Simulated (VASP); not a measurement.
# Rh (Fm-3m) in VASP: notebook

Rh is run at these levels: PBE; tasks: single point.

All numbers are computed with VASP 6.6.1; they aren't measurements. Logs are shortened: lines on timing, memory, paths and dates and some standing lists are left out, and cuts for length are marked.

## (1) The cell of the first run

It takes space group Fm-3m (No. 225, cubic). Conventional cell: a = 3.791 Å, b = 3.791 Å, c = 3.791 Å, α = 90.00°, β = 90.00°, γ = 90.00°. Rh (site symmetry m-3m) has 12 Rh at 2.68 Å within 3.5 Å.

## (2) Single point, PBE (volume scaled by 0.97)

INCAR

```
PREC = Accurate
ENCUT = 520
EDIFF = 1E-6
ISMEAR = 0
SIGMA = 0.1
LREAL = False
LASPH = True
NELM = 60
ALGO = Fast
ISIF = 2
LWAVE = False
LCHARG = False
GGA = PE
NBANDS = 14
```

KPOINTS

```
regular mesh
0
Gamma
  18 18 18
```

POSCAR

```
Rh
1.0
    0.0000000000      1.8956443825      1.8956443825
    1.8956443825      0.0000000000      1.8956443825
    1.8956443825      1.8956443825      0.0000000000
Rh
1
Direct
    0.0000000000      0.0000000000      0.0000000000
```

Potentials or basis: VASP PAW PBE potentials, release 64 (Rh_pv).

Started as:

```bash
cat potpaw_PBE.64/Rh_pv/POTCAR > POTCAR
mpirun -np 1 vasp_std > vasp.out
```

OUTCAR:

```text
PREC = Accurate
   ENCUT = 520
   EDIFF = 1E-6
   ISMEAR = 0
   LREAL = False
   LASPH = True
   NELM = 60
   ISIF = 2
   GGA = PE

 ion  position               nearest neighbor table
   1  0.000  0.000  0.000-

  LATTYP: Found a face centered cubic cell.
 ALAT       =     3.7912887650

  Lattice vectors:

 A1 = (   0.0000000000,   1.8956443825,   1.8956443825)
 A2 = (   1.8956443825,   0.0000000000,   1.8956443825)
 A3 = (   1.8956443825,   1.8956443825,   0.0000000000)

Analysis of symmetry for initial positions (statically):
=====================================================================
 Subroutine PRICEL returns:
 Original cell was already a primitive cell.

 Routine SETGRP: Setting up the symmetry group for a
 face centered cubic supercell.

 Subroutine GETGRP returns: Found 48 space group operations
 (whereof 48 operations were pure point group operations)
 out of a pool of 48 trial point group operations.

The static configuration has the point symmetry O_h .

Analysis of symmetry for dynamics (positions and initial velocities):
=====================================================================
 Subroutine PRICEL returns:
 Original cell was already a primitive cell.

 Routine SETGRP: Setting up the symmetry group for a
 face centered cubic supercell.

 Subroutine GETGRP returns: Found 48 space group operations
 (whereof 48 operations were pure point group operations)
 out of a pool of 48 trial point group operations.

The dynamic configuration has the point symmetry O_h .

 Subroutine INISYM returns: Found 48 space group operations
 (whereof 48 operations are pure point group operations),
 and found     1 'primitive' translations

----------------------------------------------------------------------------------------

                                     Primitive cell

  volume of cell :      13.6239

  direct lattice vectors                    reciprocal lattice vectors
     0.000000000  1.895644383  1.895644383    -0.263762552  0.263762552  0.263762552
     1.895644383  0.000000000  1.895644383     0.263762552 -0.263762552  0.263762552
     1.895644383  1.895644383  0.000000000     0.263762552  0.263762552 -0.263762552

  length of vectors
     2.680845995  2.680845995  2.680845995     0.456850141  0.456850141  0.456850141

  position of ions in fractional coordinates (direct lattice)
     0.000000000  0.000000000  0.000000000

  ion indices of the primitive-cell ions
   primitive index   ion index
                 1           1

----------------------------------------------------------------------------------------

 KPOINTS: regular mesh

Automatic generation of k-mesh.
 Grid dimensions read from file:
 generate k-points for:   18   18   18

 Generating k-lattice:

  Cartesian coordinates                     Fractional coordinates (reciprocal lattice)
    -0.014653475  0.014653475  0.014653475     0.055555556  0.000000000  0.000000000
     0.014653475 -0.014653475  0.014653475     0.000000000  0.055555556  0.000000000
     0.014653475  0.014653475 -0.014653475     0.000000000  0.000000000  0.055555556

  Length of vectors
     0.025380563  0.025380563  0.025380563

  Shift w.r.t. Gamma in fractional coordinates (k-lattice)
     0.000000000  0.000000000  0.000000000

 Subroutine IBZKPT returns following result:
 ===========================================

 Found    195 irreducible k-points:

 Following reciprocal coordinates:
            Coordinates               Weight
  0.000000  0.000000  0.000000      1.000000
  0.055556  0.000000  0.000000      8.000000
  0.111111  0.000000  0.000000      8.000000
  0.166667  0.000000  0.000000      8.000000
  0.222222  0.000000  0.000000      8.000000
  0.277778  0.000000  0.000000      8.000000
[... 16 lines left out ...]
 -0.277778  0.055556  0.000000     24.000000
 -0.222222  0.055556  0.000000     24.000000
 [... further k-points ...]
   k-points           NKPTS =    195   k-points in BZ     NKDIM =    195   number of bands    NBANDS=     14
   number of dos      NEDOS =    301   number of ions     NIONS =      1
   total plane-waves  NPLWV =   8000
   dimension x,y,z NGX =    20 NGY =   20 NGZ =   20
   dimension x,y,z NGXF=    40 NGYF=   40 NGZF=   40
   ions per type =               1
   NGX,Y,Z   is equivalent  to a cutoff of  12.40, 12.40, 12.40 a.u.
   NGXF,Y,Z  is equivalent  to a cutoff of  24.80, 24.80, 24.80 a.u.
 SYSTEM =  unknown system
   PREC   = accura    normal or accurate (medium, high low for compatibility)
   ISTART =      0    job   : 0-new  1-cont  2-samecut
   ICHARG =      2    charge: 1-file 2-atom 10-const
   ISPIN  =      1    spin polarized calculation?
   LNONCOLLINEAR =      F non collinear calculations
   LSORBIT =      F    spin-orbit coupling
   LASPH  =      T    aspherical Exc in radial PAW
   ENCUT  =  520.0 eV  38.22 Ry    6.18 a.u.   4.98  4.98  4.98*2*pi/ulx,y,z
   NELM   =     60;   NELMIN=  2; NELMDL= -5     # of ELM steps
   EDIFF  = 0.1E-05   stopping-criterion for ELM
   LREAL  =      F    real-space projection
   EDIFFG = 0.1E-04   stopping-criterion for IOM
   NSW    =      0    number of steps for IOM
   IBRION =     -1    ionic relax: 0-MD 1-quasi-New 2-CG
   NFREE  =      0    steps in history (QN), initial steepest desc. (CG)
   ISIF   =      2    stress and relaxation
   ISYM   =      2    0-nonsym 1-usesym 2-fastsym
   POTIM  = 0.5000    time-step for ionic-motion
   TEBEG  =    0.0;   TEEND  =   0.0 temperature during run
   PSTRESS=    0.0 pullay stress
   NELECT =      15.0000    total number of electrons
   NUPDOWN=      -1.0000    fix difference up-down
   EMIN   =  10.00;   EMAX   =-10.00  energy-range for DOS
   EFERMI =   0.00;   METHOD = LEGACY
   ISMEAR =     0;   SIGMA  =   0.10  broadening in eV -4-tet -1-fermi 0-gaus
   EFERMI_NEDOS =   21; number of points for ismear=-14 and -15
   IALGO  =     68    algorithm
   IMIX   =      4    mixing-type and parameters
     AMIX     =   0.40;   BMIX     =  1.00
     AMIX_MAG =   1.60;   BMIX_MAG =  1.00
  volume/ion in A,a.u.               =      13.62        91.94
  Fermi-wavevector in a.u.,A,eV,Ry     =   1.690461  3.194507 38.880784  2.857657
  Thomas-Fermi vector in A             =   2.772403
   LORBIT       =      0    0 simple, 1 ext, 2 COOP (PROOUT), +10 PAW based schemes
   GGA     = PE    functional components
   LHFCALC =     F    Hartree Fock is set to
   AEXX    =    0.0000 exact exchange contribution
   IVDW    =     0    specifies the selected vdW correction
   LEPSILON=     F    determine dielectric tensor
   LRPA    =     F    only Hartree local field effects (RPA)
 non-spin polarized calculation
 RMM-DIIS sequential band-by-band and
 Gauss-broadening in eV      SIGMA  =   0.10
  energy-cutoff  :      520.00
  volume of cell :       13.62
 maximum number of plane-waves:       378
   NGX =  9   NGY =  9   NGZ =  9

 number of electron      15.0000007 magnetization

 Free energy of the ion-electron system (eV)
  ---------------------------------------------------
  ext. energy  EPLUGINS =         0.00000000
  ---------------------------------------------------
  free energy    TOTEN  =        -7.25053609 eV

  energy without entropy =       -7.24375067  energy(sigma->0) =       -7.24714338

 E-fermi :  12.0758     XC(G=0): -14.0915

 val. band max:       12.0748743933   @ k =   0.5000   0.3889   0.0556
 cond. band min:      12.0836244670   @ k =  -0.4444   0.3333   0.1667
 fundamental gap:      0.0087500737
 Fermi energy:        12.0757501726

 k-point     1 :       0.0000    0.0000    0.0000
  band No.  band energies     occupation
      1     -34.3293      2.00000
      2     -34.3293      2.00000
      3     -34.3293      2.00000
      4       4.0458      2.00000
      5       8.9474      2.00000
      6       8.9474      2.00000
      7       8.9474      2.00000
      8      11.0627      2.00000
      9      11.0627      2.00000
     10      28.0621      0.00000
     11      32.5643      0.00000
     12      33.5746      0.00000
     13      33.5746      0.00000
     14      33.5746      0.00000

 k-point     2 :       0.0556    0.0000    0.0000
  band No.  band energies     occupation
      1     -34.3529      2.00000
      2     -34.3324      2.00000
      3     -34.3324      2.00000
      4       4.1716      2.00000
      5       8.8910      2.00000
      6       8.9970      2.00000
      7       8.9970      2.00000
      8      11.0346      2.00000
      9      11.0346      2.00000
     10      28.2466      0.00000
     11      32.5623      0.00000
     12      32.8731      0.00000
     13      33.7596      0.00000
     14      33.7596      0.00000

 k-point     3 :       0.1111    0.0000    0.0000
  band No.  band energies     occupation
      1     -34.4205      2.00000
      2     -34.3416      2.00000
      3     -34.3416      2.00000
      4       4.5325      2.00000
      5       8.7501      2.00000
      6       9.1264      2.00000
      7       9.1264      2.00000
      8      10.9739      2.00000
      9      10.9739      2.00000
     10      28.7405      0.00000
     11      31.4107      0.00000
     12      32.5655      0.00000
     13      34.2965      0.00000
     14      34.2965      0.00000
[... 324 lines left out ...]
 k-point    23 :      -0.2778    0.0556    0.0000
  band No.  band energies     occupation
      1     -34.8203      2.00000
      2     -34.4223      2.00000
      3     -34.3893      2.00000
      4       6.1338      2.00000
      5       9.0899      2.00000
      6       9.2897      2.00000
      7       9.3086      2.00000
      8      11.2442      2.00000
      9      12.0165      1.59813
     10      25.8573      0.00000
     11      29.3607      0.00000
     12      32.5643      0.00000
     13      34.8448      0.00000
     14      37.2709      0.00000

 k-point    24 :      -0.2222    0.0556    0.0000
  band No.  band energies     occupation
      1     -34.6942      2.00000
      2     -34.4036      2.00000
      3     -34.3708      2.00000
      4       5.8842      2.00000
      5       8.6059      2.00000
      6       9.3434      2.00000
      7       9.3960      2.00000
      8      10.8664      2.00000
      9      11.5588      2.00000
     10      27.6047      0.00000
     11      29.8101      0.00000
     12      32.5643      0.00000
     13      35.0918      0.00000
     14      36.9310      0.00000

 [... further k-points ...]

------------------------ aborting loop because EDIFF is reached ----------------------------------------

  FORCE on cell =-STRESS in cart. coord.  units (eV):
  Direction    XX          YY          ZZ          XY          YZ          ZX
  --------------------------------------------------------------------------------------
  -------------------------------------------------------------------------------------
  Total        0.7215370      0.7215370      0.7215370      0.0000000      0.0000000     -0.0000000
  in kB       84.8532731     84.8532731     84.8532731      0.0000000      0.0000000     -0.0000000
  external PRESSURE =      84.8532731 kB  Pullay stress =       0.0000000 kB

 VOLUME and BASIS-vectors are now :
 -----------------------------------------------------------------------------
  energy-cutoff  :      520.00
  volume of cell :       13.62
      direct lattice vectors                 reciprocal lattice vectors
     0.000000000  1.895644383  1.895644383    -0.263762552  0.263762552  0.263762552
     1.895644383  0.000000000  1.895644383     0.263762552 -0.263762552  0.263762552
     1.895644383  1.895644383  0.000000000     0.263762552  0.263762552 -0.263762552

 POSITION                                       TOTAL-FORCE (eV/Angst)
 -----------------------------------------------------------------------------------
      0.00000      0.00000      0.00000        -0.000000      0.000000      0.000000
 -----------------------------------------------------------------------------------
    total drift:                                0.000000     -0.000000      0.000000

  FREE ENERGIE OF THE ION-ELECTRON SYSTEM (eV)
  ---------------------------------------------------
  free  energy   TOTEN  =        -7.2505360864 eV

  energy  without entropy=       -7.2437506703  energy(sigma->0) =       -7.24714338
```

Wall time 18 s (1 thread of Intel Xeon 6975P-C (Granite Rapids), shared host); peak memory 0.14 GiB.

Results:

* Free energy: -7.2505 eV
* Pressure: 8.5 GPa

## (3) Single point, PBE (volume scaled by 1.03)

INCAR

```
SYSTEM = Rh
PREC = Accurate
ENCUT = 520
EDIFF = 1E-7
ISMEAR = 0
SIGMA = 0.1
LREAL = .False.
LASPH = .True.
NELM = 100
ALGO = Fast
ISIF = 2
LWAVE = .False.
LCHARG = .False.
GGA = PE
NBANDS = 14
```

KPOINTS

```
regular mesh
0
Gamma
  18 18 18
  0 0 0
```

POSCAR

```
Rh
1.0
    0.0000000000      1.9339505492      1.9339505492
    1.9339505492      0.0000000000      1.9339505492
    1.9339505492      1.9339505492      0.0000000000
Rh
1
Direct
    0.0000000000      0.0000000000      0.0000000000
```

Potentials or basis: VASP PAW PBE potentials, release 64 (Rh_pv).

Started as:

```bash
cat potpaw_PBE.64/Rh_pv/POTCAR > POTCAR
mpirun -np 1 vasp_std > vasp.out
```

Run time: 20 s. Hardware: 1 thread of Intel Xeon 6975P-C (Granite Rapids), shared host; peak memory 0.15 GiB.

Results (log left out):

- Free energy: -7.2525 eV
- Pressure: -7.0 GPa

Levels at points of the mesh, in eV from the Fermi level:
| k point | band 4 | band 5 | band 6 | band 7 | band 8 | band 9 | band 10 | band 11 |
| --- | --- | --- | --- | --- | --- | --- | --- | --- |
| (0.00, 0.00, 0.00) | -7.59 | -2.85 | -2.85 | -2.85 | -0.92 | -0.92 | 16.02 | 20.67 |
| (0.50, 0.00, 0.00) | -5.71 | -2.91 | -2.91 | 0.51 | 0.51 | 0.79 | 8.13 | 15.50 |
| (0.50, 0.50, 0.00) | -5.85 | -5.51 | 0.48 | 0.89 | 0.89 | 3.21 | 11.64 | 13.02 |
